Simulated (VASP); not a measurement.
# HfSn3Se8 (P-3m1) in VASP: single point with PBE

Aim: the single point of HfSn3Se8 with PBE.

Everything below comes from runs of VASP 6.6.1. Logs are shortened: lines on timing, memory, paths and dates and some standing lists are left out, and cuts for length are marked.

## (1) The cell of the first run

The structure is trigonal, space group P-3m1 (No. 164). Conventional cell: a = 7.713 Å, b = 7.713 Å, c = 6.987 Å, α = 90.00°, β = 90.00°, γ = 120.00°. Within 3.6 Å of Hf (site symmetry -3m) lie 6 Se at 2.71 Å. Within 3.6 Å of Sn (site symmetry 2/m) lie 6 Se at 2.73 to 2.76 Å. Se (site symmetry m) has 1 Hf at 2.71 Å and 2 Sn at 2.76 Å within 3.6 Å. Se (site symmetry 3m) has 3 Sn at 2.73 Å within 3.6 Å.

## (2) Single point, PBE

The input, INCAR:

```
PREC = Accurate
ENCUT = 520
EDIFF = 1E-6
ISMEAR = 0
SIGMA = 0.01
LREAL = F
LASPH = T
NELM = 80
ALGO = Normal
ISIF = 2
LWAVE = F
LCHARG = T
GGA = PE
LELF = T
LVHAR = T
NBANDS = 62
```

The input, KPOINTS:

```
regular mesh
0
Gamma
  6 6 6
```

The input, POSCAR:

```
HfSn3Se8
1.0
    7.7133296441      0.0000000000      0.0000000000
   -3.8566648220      6.6799394195      0.0000000000
    0.0000000000      0.0000000000      6.9872690393
Hf Sn Se
1 3 8
Direct
    0.0000000000      0.0000000000      0.0000000000
    0.5000000000      0.5000000000      0.0000000000
    0.5000000000      0.0000000000      0.0000000000
    0.0000000000      0.5000000000      0.0000000000
    0.8360656501      0.6721313003      0.7710261210
    0.8360656501      0.1639343499      0.7710261210
    0.3333333333      0.6666666667      0.7736364231
    0.3278686997      0.1639343499      0.7710261210
    0.6721313003      0.8360656501      0.2289738790
    0.6666666667      0.3333333333      0.2263635769
    0.1639343499      0.8360656501      0.2289738790
    0.1639343499      0.3278686997      0.2289738790
```

Potentials or basis: VASP PAW PBE potentials, release 64 (Hf_pv, Sn_d, Se).

The run is started by

```sh
cat potpaw_PBE.64/Hf_pv/POTCAR potpaw_PBE.64/Sn_d/POTCAR potpaw_PBE.64/Se/POTCAR > POTCAR
mpirun -np 1 vasp_std > vasp.out
```

OUTCAR:

```text
PREC = Accurate
   ENCUT = 520
   EDIFF = 1E-6
   ISMEAR = 0
   LREAL = F
   LASPH = T
   NELM = 80
   ISIF = 2
   GGA = PE

 ion  position               nearest neighbor table
   1  0.000  0.000  0.000-   5 2.71  12 2.71   9 2.71   8 2.71  11 2.71   6 2.71
   2  0.500  0.500  0.000-   7 2.73  10 2.73   9 2.76   8 2.76   5 2.76  12 2.76
   3  0.500  0.000  0.000-   7 2.73  10 2.73   6 2.76  11 2.76   8 2.76   9 2.76
   4  0.000  0.500  0.000-   7 2.73  10 2.73   6 2.76  11 2.76   5 2.76  12 2.76
   5  0.836  0.672  0.771-   1 2.71   2 2.76   4 2.76
   6  0.836  0.164  0.771-   1 2.71   4 2.76   3 2.76
   7  0.333  0.667  0.774-   3 2.73   4 2.73   2 2.73
   8  0.328  0.164  0.771-   1 2.71   2 2.76   3 2.76
   9  0.672  0.836  0.229-   1 2.71   2 2.76   3 2.76
  10  0.667  0.333  0.226-   3 2.73   4 2.73   2 2.73
  11  0.164  0.836  0.229-   1 2.71   4 2.76   3 2.76
  12  0.164  0.328  0.229-   1 2.71   2 2.76   4 2.76

  LATTYP: Found a hexagonal cell.
 ALAT       =     7.7133296441
 C/A-ratio  =     0.9058693666

  Lattice vectors:

 A1 = (   7.7133296441,   0.0000000000,   0.0000000000)
 A2 = (  -3.8566648220,   6.6799394195,   0.0000000000)
 A3 = (   0.0000000000,   0.0000000000,   6.9872690393)

Analysis of symmetry for initial positions (statically):
=====================================================================
 Subroutine PRICEL returns:
 Original cell was already a primitive cell.

 Routine SETGRP: Setting up the symmetry group for a
 hexagonal supercell.

 Subroutine GETGRP returns: Found 12 space group operations
 (whereof 12 operations were pure point group operations)
 out of a pool of 24 trial point group operations.

The static configuration has the point symmetry D_3d.

Analysis of symmetry for dynamics (positions and initial velocities):
=====================================================================
 Subroutine PRICEL returns:
 Original cell was already a primitive cell.

 Routine SETGRP: Setting up the symmetry group for a
 hexagonal supercell.

 Subroutine GETGRP returns: Found 12 space group operations
 (whereof 12 operations were pure point group operations)
 out of a pool of 24 trial point group operations.

The dynamic configuration has the point symmetry D_3d.

 Subroutine INISYM returns: Found 12 space group operations
 (whereof 12 operations are pure point group operations),
 and found     1 'primitive' translations

[... 119 lines left out ...]
   NFREE  =      0    steps in history (QN), initial steepest desc. (CG)
   ISIF   =      2    stress and relaxation
   ISYM   =      2    0-nonsym 1-usesym 2-fastsym
   POTIM  = 0.5000    time-step for ionic-motion
   TEBEG  =    0.0;   TEEND  =   0.0 temperature during run
   PSTRESS=    0.0 pullay stress
   NELECT =     100.0000    total number of electrons
   NUPDOWN=      -1.0000    fix difference up-down
   EMIN   =  10.00;   EMAX   =-10.00  energy-range for DOS
   EFERMI =   0.00;   METHOD = LEGACY
   ISMEAR =     0;   SIGMA  =   0.01  broadening in eV -4-tet -1-fermi 0-gaus
   EFERMI_NEDOS =   21; number of points for ismear=-14 and -15
   IALGO  =     38    algorithm
   IMIX   =      4    mixing-type and parameters
     AMIX     =   0.40;   BMIX     =  1.00
     AMIX_MAG =   1.60;   BMIX_MAG =  1.00
  volume/ion in A,a.u.               =      30.00       202.46
  Fermi-wavevector in a.u.,A,eV,Ry     =   1.068155  2.018520 15.523631  1.140955
  Thomas-Fermi vector in A             =   2.203794
   LORBIT       =      0    0 simple, 1 ext, 2 COOP (PROOUT), +10 PAW based schemes
   GGA     = PE    functional components
   LHFCALC =     F    Hartree Fock is set to
   AEXX    =    0.0000 exact exchange contribution
   IVDW    =     0    specifies the selected vdW correction
   LEPSILON=     F    determine dielectric tensor
   LRPA    =     F    only Hartree local field effects (RPA)
 non-spin polarized calculation
 Gauss-broadening in eV      SIGMA  =   0.01
  energy-cutoff  :      520.00
  volume of cell :      360.02
 maximum number of plane-waves:      9714
 NGX is ok and might be reduce to    60
   NGX = 29   NGY = 29   NGZ = 25

 number of electron     100.0000000 magnetization

 number of electron      99.9999968 magnetization

 Free energy of the ion-electron system (eV)
  ---------------------------------------------------
  ext. energy  EPLUGINS =         0.00000000
  ---------------------------------------------------
  free energy    TOTEN  =       -56.08971020 eV

  energy without entropy =      -56.08971020  energy(sigma->0) =      -56.08971020

 E-fermi :   2.3880     XC(G=0):  -8.6243

 val. band max:        2.2759594726   @ k =   0.3333   0.0000   0.0000
 cond. band min:       2.5482338248   @ k =   0.0000   0.0000   0.5000
 fundamental gap:      0.2722743522
 Fermi energy:         2.3879504985

 k-point     1 :       0.0000    0.0000    0.0000
  band No.  band energies     occupation
      1     -28.6488      2.00000
      2     -28.6488      2.00000
      3     -28.5933      2.00000
      4     -18.9711      2.00000
      5     -18.9398      2.00000
      6     -18.9398      2.00000
[... 1549 lines left out ...]
     61       7.1596      0.00000
     62       7.2261      0.00000

 [... further k-points ...]
[... 5 lines left out ...]
  --------------------------------------------------------------------------------------
  -------------------------------------------------------------------------------------
  Total       -0.1151371     -0.1151371     -0.0372152     -0.0000000      0.0000000     -0.0000000
  in kB       -0.5123941     -0.5123941     -0.1656185     -0.0000000      0.0000000     -0.0000000
  external PRESSURE =      -0.3968022 kB  Pullay stress =       0.0000000 kB

 VOLUME and BASIS-vectors are now :
 -----------------------------------------------------------------------------
  energy-cutoff  :      520.00
  volume of cell :      360.02
      direct lattice vectors                 reciprocal lattice vectors
     7.713329644  0.000000000  0.000000000     0.129645697  0.074850978  0.000000000
    -3.856664822  6.679939420  0.000000000     0.000000000  0.149701956  0.000000000
     0.000000000  0.000000000  6.987269039     0.000000000  0.000000000  0.143117432

 POSITION                                       TOTAL-FORCE (eV/Angst)
 -----------------------------------------------------------------------------------
      0.00000      0.00000      0.00000        -0.000000      0.000000      0.000000
      1.92833      3.33997      0.00000        -0.000000      0.000000      0.000000
      3.85666      0.00000      0.00000        -0.000000      0.000000      0.000000
     -1.92833      3.33997      0.00000        -0.000000      0.000000      0.000000
      3.85666      4.48980      5.38737         0.000000      0.027710      0.007865
      5.81661      1.09507      5.38737         0.023998     -0.013855      0.007865
     -0.00000      4.45329      5.40561        -0.000000      0.000000     -0.012031
      1.89672      1.09507      5.38737        -0.023998     -0.013855      0.007865
      1.95995      5.58487      1.59990         0.023998      0.013855     -0.007865
      3.85666      2.22665      1.58166        -0.000000      0.000000      0.012031
     -1.95995      5.58487      1.59990        -0.023998      0.013855     -0.007865
      0.00000      2.19014      1.59990        -0.000000     -0.027710     -0.007865
 -----------------------------------------------------------------------------------
    total drift:                                0.000000     -0.000000     -0.000000

  FREE ENERGIE OF THE ION-ELECTRON SYSTEM (eV)
  ---------------------------------------------------
  free  energy   TOTEN  =       -56.0897101993 eV

  energy  without entropy=      -56.0897101993  energy(sigma->0) =      -56.08971020
```

Wall time 7.3 min (1 thread of Intel Xeon 6975P-C (Granite Rapids), shared host); peak memory 0.87 GiB.

What came out:

```yaml
Free_energy: -56.0897 eV
Pressure: 0.0 GPa
Largest_force: 0.029 eV/Å
Band_gap_on_the_k_mesh: 0.27 eV (least direct gap 0.30 eV)
```

Forces in eV/Å, atoms in the order of the input:
```
Hf   0.000  0.000  0.000
Sn   0.000  0.000  0.000
Sn   0.000  0.000  0.000
Sn   0.000  0.000  0.000
Se   0.000  0.028  0.008
Se   0.024 -0.014  0.008
Se   0.000  0.000 -0.012
Se  -0.024 -0.014  0.008
Se   0.024  0.014 -0.008
Se   0.000  0.000  0.012
Se  -0.024  0.014 -0.008
Se   0.000 -0.028 -0.008
```

Caveat: semilocal functionals underestimate gaps, and a narrow one can read as zero; spin-orbit coupling is left out, which moves the levels of the heavy elements; this functional lacks dispersion, which binds layers or chains, so the pressure and a relaxed spacing across them are unreliable.
